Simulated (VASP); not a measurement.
Set up this calculation in VASP 6.6.1, as the native input.

| Property | Result |
| --- | --- |
| Task | single point |
| Functional | PBE |
| Potentials or basis | VASP PAW PBE potentials, release 64 (Pb_d, Te) |
| Cutoff | 520 eV |
| k mesh | 4 × 4 × 4 |
| Occupations | gaussian, width 0.01 eV |
| Spin | no spin polarisation |
| Dipole correction | no |
| Further INCAR settings | ALGO = Normal; EDIFF = 1e-06; NBANDS = 17 |

The structure of TePb lies in POSCAR:

```
TePb
1.0
   -0.1328311875      3.2330407668      3.2330407668
    3.2330407668     -0.1328311875      3.2330407668
    3.2330407668      3.2330407668     -0.1328311875
Pb Te
1 1
Direct
    0.0000000000      0.0000000000      0.0000000000
    0.5000000000      0.5000000000      0.5000000000
```

This cell differs from its parent crystal: epitaxial 111 strain +3.0%.

One way to write it, as run:

INCAR

```
SYSTEM = TePb
ALGO = Normal
EDIFF = 1E-6
ENCUT = 520
GGA = PE
ISIF = 2
ISMEAR = 0
LASPH = .TRUE.
LCHARG = .FALSE.
LREAL = .FALSE.
LWAVE = .FALSE.
NBANDS = 17
NELM = 60
PREC = Accurate
SIGMA = 0.01
```

KPOINTS

```
k-points
0
G
  4 4 4
  0 0 0
```

Potentials or basis: VASP PAW PBE potentials, release 64 (Pb_d, Te).

Launch:

```bash
$ cat potpaw_PBE.64/Pb_d/POTCAR potpaw_PBE.64/Te/POTCAR > POTCAR
$ mpirun -np 1 vasp_std > vasp.out
```

Results of the run:

```yaml
Pressure: -0.5 GPa
Band_gap_on_the_k_mesh: 0.49 eV (least direct gap 0.78 eV)
```

Caveat: the cell differs from its parent crystal (epitaxial 111 strain +3.0%); the structure was generated, so it needn't be the stable form of TePb; spin-orbit coupling is left out, which moves the levels of the heavy elements.

Wall time 14 s on 1 thread of AMD EPYC 7R13 Processor (Zen 3), with other jobs on the host, peak memory 0.18 GiB.
